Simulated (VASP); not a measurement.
The system is HfN.

```
Hf N
1.0
     3.06993    0.00000    0.00000
    -1.53497    2.65864    0.00000
     0.00000    0.00000    5.30619
Hf N
2 2
Direct
  0.33333 0.66667 0.25000
  0.66667 0.33333 0.75000
  0.00000 0.00000 0.50000
  0.00000 0.00000 0.00000
```

Base run:

| Quantity | Value |
| --- | --- |
| Program | VASP 6.6.1 |
| Functional | LDA |
| Potentials or basis | VASP PAW LDA potentials, release 64 (Hf_pv, N) |
| Cutoff | 520 eV |
| k mesh | 10 × 10 × 5 |
| Occupations | fermi-dirac, width 0.05 eV |
| Spin | no spin polarisation |

Its results: band gap on the k mesh zero (bands 15 and 16 overlap by 1.89 eV); pressure 8.2 GPa.

The run is repeated on the same cell with these changes: functional from LDA to r2SCAN; potentials or basis from VASP PAW LDA potentials, release 64 (Hf_pv, N) to VASP PAW PBE potentials, release 64 (Hf_pv, N). What comes out?

Band gap on the k mesh zero (bands 15 and 16 overlap by 1.91 eV); pressure 19.6 GPa.

Caveats: the cell stands under pressure; spin-orbit coupling is left out, which moves the levels of the heavy elements; the PAW data sets were made with another functional, which shifts forces and pressure a little (at least some runs).
